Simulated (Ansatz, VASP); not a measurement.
# Two plane-wave programs on PtS2

The input POSCAR:

```
PtS2
1.0
    3.5432000000      0.0000000000      0.0000000000
   -1.7716000000      3.0685010000      0.0000000000
    0.0000000000      0.0000000000      5.0388000000
Pt S
1 2
Direct
   -0.0031880755     -0.0186285991     -0.0108869375
    0.3341150141      0.6417781379      0.2335627289
    0.6613807678      0.3127494157      0.7459192396
```

Contents of INCAR.step1:

```
PREC = Accurate
ENCUT = 520
ISMEAR = -1
SIGMA = 0.1
LREAL = F
LASPH = T
NELM = 100
NBANDS = 18
GGA = PE
ALGO = Normal
EDIFF = 1E-4
LWAVE = T
LCHARG = F
```

INCAR.step2

```
PREC = Accurate
ENCUT = 520
EDIFF = 1E-7
ISMEAR = -1
SIGMA = 0.1
LREAL = F
LASPH = T
NELM = 100
ALGO = Normal
ISIF = 2
LWAVE = F
LCHARG = F
METAGGA = R2SCAN
LMIXTAU = T
NBANDS = 18
ISTART = 1
```

File KPOINTS:

```
Automatic mesh
0
Gamma
  6 6 4
```

Input for Ansatz:

```yaml
crystal:
  lattice:
    - [3.5432, 0.0, 0.0]
    - [-1.7716, 3.068501, 0.0]
    - [0.0, 0.0, 5.0388]
  atoms:
    - { symbol: Pt, position: [-0.003188075495115701, -0.018628599149223, -0.010886937529976914] }
    - { symbol: S, position: [0.3341150141494522, 0.6417781379176937, 0.23356272889971055] }
    - { symbol: S, position: [0.6613807677895187, 0.3127494157002959, 0.7459192395845956] }
kpoints:
  mp_grid:
    grid: [6, 6, 4]
hamiltonian:
  xc: r2scan
  pseudopotentials:
    kind: paw
scf:
  occupations:
    method: fermi_dirac
    width: 0.1
output:
  forces: true
```

Alike in both runs: task single point; functional r2SCAN; k mesh 6 × 6 × 4; occupations fermi-dirac, width 0.1 eV; no spin polarisation.

|  | VASP | Ansatz |
| --- | --- | --- |
| version | VASP 6.6.1 | Ansatz 0.2.0 |
| potentials or method | VASP PAW PBE potentials, release 64 (Pt, S) | plane waves, PAW |
| plane-wave cutoff (eV) | 520 | 500 |
| valence electrons in the cell | 22 | 30 |

```tsv
	VASP	Ansatz	Ansatz less VASP
rms of the force components (eV/Å)	0.142	0.142	-0.0004
```

VASP's potentials were made for PBE, not for r2SCAN. Atom by atom the forces differ by 0.003 eV/Å (rms over components). VASP's potentials hold 22 valence electrons a cell and Ansatz's 30, so a difference there can come from the potentials and not from the codes.

Spin-orbit coupling is off throughout.
